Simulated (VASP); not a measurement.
# CdS (P-1) in VASP: single point with LDA

Aim: the single point of CdS with LDA.

All numbers are computed with VASP 6.6.1; they aren't measurements. Logs are shortened: lines on timing, memory, paths and dates and some standing lists are left out, and cuts for length are marked.

## Step 1: The cell of the first run

The typed cell holds 2 atoms: a = 3.952 Å, b = 3.891 Å, c = 3.831 Å, α = 59.16°, β = 60.18°, γ = 60.98°.

## Step 2: Single point, LDA (the cell strained at random)

File INCAR:

```
ALGO = Normal
EDIFF = 1E-6
ENCUT = 500
GGA_COMPAT = F
ISIF = 2
ISMEAR = 0
LASPH = T
LCHARG = F
LREAL = F
LWAVE = F
NBANDS = 16
NELM = 120
PREC = Accurate
SIGMA = 0.01
```

File KPOINTS:

```
k-points
0
Gamma
  8 8 8
```

File POSCAR:

```
CdS
1.0
   -0.0569060000      2.8005840000      2.7884840000
    2.7676640000     -0.0032010000      2.7347790000
    2.7190360000      2.6982510000      0.0454270000
Cd S
1 1
Direct
    0.0000000000      0.0000000000      0.0000000000
    0.5000000000      0.5000000000      0.5000000000
```

Potentials or basis: VASP PAW LDA potentials, release 64 (Cd, S).

Started as:

```console
> cat potpaw_LDA.64/Cd/POTCAR potpaw_LDA.64/S/POTCAR > POTCAR
> mpirun -np 1 vasp_std > vasp.out
```

OUTCAR:

```text
EDIFF = 1E-6
   ENCUT = 500
   ISIF = 2
   ISMEAR = 0
   LASPH = T
   LREAL = F
   NELM = 120
   PREC = Accurate

 ion  position               nearest neighbor table
   1  0.000  0.000  0.000-   2 2.74   2 2.74   2 2.75   2 2.75   2 2.77   2 2.77
   2  0.500  0.500  0.500-   1 2.74   1 2.74   1 2.75   1 2.75   1 2.77   1 2.77

  LATTYP: Found a triclinic cell.
 ALAT       =     3.9802374600
 B/A-ratio  =     1.3828172040
 C/A-ratio  =     0.9775511133
 COS(alpha) =     0.0018020168
 COS(beta)  =     0.4958829106
 COS(gamma) =     0.7180327826

  Lattice vectors:

 A1 = (  -2.8245700000,   2.8037850000,   0.0537050000)
 A2 = (  -0.1055340000,   5.5020360000,   0.0991320000)
 A3 = (  -2.7676640000,   0.0032010000,  -2.7347790000)

Analysis of symmetry for initial positions (statically):
=====================================================================
 Subroutine PRICEL returns:
 Original cell was already a primitive cell.

 Routine SETGRP: Setting up the symmetry group for a
 triclinic supercell.

 Subroutine GETGRP returns: Found  2 space group operations
 (whereof  2 operations were pure point group operations)
 out of a pool of  2 trial point group operations.

The static configuration has the point symmetry S_2 .

Analysis of symmetry for dynamics (positions and initial velocities):
=====================================================================
 Subroutine PRICEL returns:
 Original cell was already a primitive cell.

 Routine SETGRP: Setting up the symmetry group for a
 triclinic supercell.

 Subroutine GETGRP returns: Found  2 space group operations
 (whereof  2 operations were pure point group operations)
 out of a pool of  2 trial point group operations.

The dynamic configuration has the point symmetry S_2 .

 Subroutine INISYM returns: Found  2 space group operations
 (whereof  2 operations are pure point group operations),
 and found     1 'primitive' translations

----------------------------------------------------------------------------------------

                                     Primitive cell

  volume of cell :      41.7411

  direct lattice vectors                    reciprocal lattice vectors
    -0.056906000  2.800584000  2.788484000    -0.176786519  0.175132761  0.179117319
     2.767664000 -0.003201000  2.734779000     0.177206777 -0.181705120  0.186109936
     2.719036000  2.698251000  0.045427000     0.183701492  0.188620093 -0.185689679

  length of vectors
     3.952486819  3.890885560  3.830897916     0.306607194  0.314731474  0.322186956

  position of ions in fractional coordinates (direct lattice)
     0.000000000  0.000000000  0.000000000
     0.500000000  0.500000000  0.500000000

  ion indices of the primitive-cell ions
   primitive index   ion index
                 1           1
                 2           2

----------------------------------------------------------------------------------------

 KPOINTS: k-points

Automatic generation of k-mesh.
 Grid dimensions read from file:
 generate k-points for:    8    8    8

 Generating k-lattice:

  Cartesian coordinates                     Fractional coordinates (reciprocal lattice)
    -0.022098315  0.021891595  0.022389665     0.125000000  0.000000000 -0.000000000
     0.022150847 -0.022713140  0.023263742     0.000000000  0.125000000  0.000000000
     0.022962687  0.023577512 -0.023211210    -0.000000000  0.000000000  0.125000000

  Length of vectors
     0.038325899  0.039341434  0.040273369

  Shift w.r.t. Gamma in fractional coordinates (k-lattice)
     0.000000000  0.000000000  0.000000000

 Subroutine IBZKPT returns following result:
 ===========================================

 Found    260 irreducible k-points:

 Following reciprocal coordinates:
            Coordinates               Weight
  0.000000  0.000000  0.000000      1.000000
  0.125000  0.000000 -0.000000      2.000000
  0.250000  0.000000 -0.000000      2.000000
  0.375000 -0.000000 -0.000000      2.000000
  0.500000  0.000000 -0.000000      1.000000
 -0.000000  0.125000  0.000000      2.000000
[... 16 lines left out ...]
  0.125000  0.375000 -0.000000      2.000000
  0.250000  0.375000 -0.000000      2.000000
 [... further k-points ...]
   k-points           NKPTS =    260   k-points in BZ     NKDIM =    260   number of bands    NBANDS=     16
   number of dos      NEDOS =    301   number of ions     NIONS =      2
   total plane-waves  NPLWV =  23520
   dimension x,y,z NGX =    30 NGY =   28 NGZ =   28
   dimension x,y,z NGXF=    60 NGYF=   56 NGZF=   56
   ions per type =               1   1
   NGX,Y,Z   is equivalent  to a cutoff of  12.62, 11.96, 12.15 a.u.
   NGXF,Y,Z  is equivalent  to a cutoff of  25.24, 23.93, 24.30 a.u.
 SYSTEM =  unknown system
   PREC   = accura    normal or accurate (medium, high low for compatibility)
   ISTART =      0    job   : 0-new  1-cont  2-samecut
   ICHARG =      2    charge: 1-file 2-atom 10-const
   ISPIN  =      1    spin polarized calculation?
   LNONCOLLINEAR =      F non collinear calculations
   LSORBIT =      F    spin-orbit coupling
   LASPH  =      T    aspherical Exc in radial PAW
   ENCUT  =  500.0 eV  36.75 Ry    6.06 a.u.   7.21  7.09  6.98*2*pi/ulx,y,z
   NELM   =    120;   NELMIN=  2; NELMDL= -5     # of ELM steps
   EDIFF  = 0.1E-05   stopping-criterion for ELM
   LREAL  =      F    real-space projection
   EDIFFG = 0.1E-04   stopping-criterion for IOM
   NSW    =      0    number of steps for IOM
   IBRION =     -1    ionic relax: 0-MD 1-quasi-New 2-CG
   NFREE  =      0    steps in history (QN), initial steepest desc. (CG)
   ISIF   =      2    stress and relaxation
   ISYM   =      2    0-nonsym 1-usesym 2-fastsym
   POTIM  = 0.5000    time-step for ionic-motion
   TEBEG  =    0.0;   TEEND  =   0.0 temperature during run
   PSTRESS=    0.0 pullay stress
   NELECT =      18.0000    total number of electrons
   NUPDOWN=      -1.0000    fix difference up-down
   EMIN   =  10.00;   EMAX   =-10.00  energy-range for DOS
   EFERMI =   0.00;   METHOD = LEGACY
   ISMEAR =     0;   SIGMA  =   0.01  broadening in eV -4-tet -1-fermi 0-gaus
   EFERMI_NEDOS =   21; number of points for ismear=-14 and -15
   IALGO  =     38    algorithm
   IMIX   =      4    mixing-type and parameters
     AMIX     =   0.40;   BMIX     =  1.00
     AMIX_MAG =   1.60;   BMIX_MAG =  1.00
  volume/ion in A,a.u.               =      20.87       140.84
  Fermi-wavevector in a.u.,A,eV,Ry     =   1.236833  2.337275 20.813586  1.529755
  Thomas-Fermi vector in A             =   2.371425
   LORBIT       =      0    0 simple, 1 ext, 2 COOP (PROOUT), +10 PAW based schemes
   GGA     = CA    functional components
   LHFCALC =     F    Hartree Fock is set to
   AEXX    =    0.0000 exact exchange contribution
   IVDW    =     0    specifies the selected vdW correction
   LEPSILON=     F    determine dielectric tensor
   LRPA    =     F    only Hartree local field effects (RPA)
 non-spin polarized calculation
 Gauss-broadening in eV      SIGMA  =   0.01
  energy-cutoff  :      500.00
  volume of cell :       41.74
 maximum number of plane-waves:      1073
 NGX is ok and might be reduce to    30
   NGX = 15   NGY = 15   NGZ = 13

 number of electron      17.9999999 magnetization

 Free energy of the ion-electron system (eV)
  ---------------------------------------------------
  ext. energy  EPLUGINS =         0.00000000
  ---------------------------------------------------
  free energy    TOTEN  =        -7.18069632 eV

  energy without entropy =       -7.18068085  energy(sigma->0) =       -7.18068858

 E-fermi :   2.6322     XC(G=0): -10.6616

 val. band max:        2.6201428086   @ k =   0.3750   0.2500   0.2500
 cond. band min:       2.6428057676   @ k =   0.3750   0.1250   0.1250
 fundamental gap:      0.0226629590
 Fermi energy:         2.6322039500

 k-point     1 :       0.0000    0.0000    0.0000
  band No.  band energies     occupation
      1     -10.0992      2.00000
      2      -5.0768      2.00000
      3      -5.0685      2.00000
      4      -5.0498      2.00000
      5      -5.0294      2.00000
      6      -5.0222      2.00000
[... 8 lines left out ...]
     15      13.5959      0.00000
     16      13.6420      0.00000

 k-point     2 :       0.1250    0.0000   -0.0000
  band No.  band energies     occupation
      1      -9.9746      2.00000
      2      -5.1121      2.00000
      3      -5.0956      2.00000
      4      -5.0735      2.00000
      5      -5.0081      2.00000
      6      -5.0007      2.00000
[... 8 lines left out ...]
     15      12.9319      0.00000
     16      13.5724      0.00000

 k-point     3 :       0.2500    0.0000   -0.0000
  band No.  band energies     occupation
      1      -9.6412      2.00000
      2      -5.2085      2.00000
      3      -5.1812      2.00000
      4      -5.1232      2.00000
      5      -4.9502      2.00000
      6      -4.9412      2.00000
[... 8 lines left out ...]
     15      13.4315      0.00000
     16      13.5753      0.00000

 k-point     4 :       0.3750   -0.0000   -0.0000
  band No.  band energies     occupation
      1      -9.2424      2.00000
      2      -5.3026      2.00000
      3      -5.2661      2.00000
      4      -5.2167      2.00000
      5      -4.8909      2.00000
      6      -4.8791      2.00000
[... 8 lines left out ...]
     15      14.3563      0.00000
     16      14.7464      0.00000
[... 324 lines left out ...]
 k-point    22 :      -0.0000    0.3750    0.0000
  band No.  band energies     occupation
      1      -9.1834      2.00000
      2      -5.3410      2.00000
      3      -5.2596      2.00000
      4      -5.2200      2.00000
      5      -4.8901      2.00000
      6      -4.8683      2.00000
[... 8 lines left out ...]
     15      14.2428      0.00000
     16      14.9745      0.00000

 k-point    23 :       0.1250    0.3750   -0.0000
  band No.  band energies     occupation
      1      -9.2741      2.00000
      2      -5.2973      2.00000
      3      -5.1729      2.00000
      4      -5.1557      2.00000
      5      -4.9106      2.00000
      6      -4.8620      2.00000
[... 8 lines left out ...]
     15      14.9164      0.00000
     16      15.5742      0.00000

 k-point    24 :       0.2500    0.3750   -0.0000
  band No.  band energies     occupation
      1      -9.3033      2.00000
      2      -5.1504      2.00000
      3      -5.0947      2.00000
      4      -5.0388      2.00000
      5      -4.8655      2.00000
      6      -4.8541      2.00000
[... 8 lines left out ...]
     15      16.1289      0.00000
     16      16.7879      0.00000

 [... further k-points ...]

------------------------ aborting loop because EDIFF is reached ----------------------------------------

  FORCE on cell =-STRESS in cart. coord.  units (eV):
  Direction    XX          YY          ZZ          XY          YZ          ZX
  --------------------------------------------------------------------------------------
  -------------------------------------------------------------------------------------
  Total       -1.7392789     -1.6540940     -1.6023211      0.3368246     -0.3090032      0.0373870
  in kB      -66.7599223    -63.4902130    -61.5029763     12.9285684    -11.8606811      1.4350510
  external PRESSURE =     -63.9177039 kB  Pullay stress =       0.0000000 kB

 VOLUME and BASIS-vectors are now :
 -----------------------------------------------------------------------------
  energy-cutoff  :      500.00
  volume of cell :       41.74
      direct lattice vectors                 reciprocal lattice vectors
    -0.056906000  2.800584000  2.788484000    -0.176786519  0.175132761  0.179117319
     2.767664000 -0.003201000  2.734779000     0.177206777 -0.181705120  0.186109936
     2.719036000  2.698251000  0.045427000     0.183701492  0.188620093 -0.185689679

 POSITION                                       TOTAL-FORCE (eV/Angst)
 -----------------------------------------------------------------------------------
      0.00000      0.00000      0.00000         0.000000      0.000000      0.000000
      2.71490      2.74782      2.78435        -0.000000      0.000000     -0.000000
 -----------------------------------------------------------------------------------
    total drift:                               -0.000000      0.000000      0.000000

  FREE ENERGIE OF THE ION-ELECTRON SYSTEM (eV)
  ---------------------------------------------------
  free  energy   TOTEN  =        -7.1806963238 eV

  energy  without entropy=       -7.1806808458  energy(sigma->0) =       -7.18068858
```

Wall time 2.5 min (1 thread of Intel Xeon 6975P-C, shared host); peak memory 0.27 GiB.

What came out:

```yaml
Free_energy: -7.1807 eV
Pressure: -6.4 GPa
Band_gap_on_the_k_mesh: zero (band 9 reaches 2.68 eV, above the bottom of band 10 at 2.53 eV)
```

Stress tensor (GPa, compression positive):
```
-6.68  1.29  0.14
 1.29 -6.35 -1.19
 0.14 -1.19 -6.15
```

Caveat: the cell differs from its parent crystal (the cell strained at random).
